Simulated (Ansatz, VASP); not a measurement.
## One calculation of AlN, two programs

```xyz
4
Lattice="3.2421 0.0000 0.0000 -1.6211 2.8077 0.0000 0.0000 0.0000 3.9756" Properties=species:S:1:pos:R:3 pbc="T T T"
Al    0.0000    1.8718    2.9817
Al    1.6211    0.9359    0.9939
N     0.0000    1.8718    0.9939
N     1.6211    0.9359    2.9817
```

Alike in both runs: task single point; functional PBEsol; k mesh 9 × 9 × 6; occupations gaussian, width 0.05 eV; no spin polarisation.

|  | VASP | Ansatz |
| --- | --- | --- |
| version | VASP 6.6.1 | Ansatz 0.2.0 |
| potentials or method | VASP PAW PBE potentials, release 64 (Al, N), cutoff 520 eV | scalar-relativistic, plane waves, PAW |
| valence electrons in the cell | 16 | 16 |

Ansatz gave:

| Item | Value |
| --- | --- |
| gap on the k mesh at the Fermi level (eV) | 3.92 |
| least direct gap on the mesh (eV) | 3.92 |
| pressure (GPa) | 18.9 |
| traceless stress, the component that is largest in VASP (GPa) | 2.91 |

Question: Which values does VASP return?

Answer: gap on the k mesh at the Fermi level (eV): 3.93; least direct gap on the mesh (eV): 3.93; pressure (GPa): 18.9; traceless stress, the component that is largest in VASP (GPa): 2.88.

VASP's potentials were made for PBE, not for PBEsol. With one functional, cell and mesh, what is left measures potentials, basis and numerics.
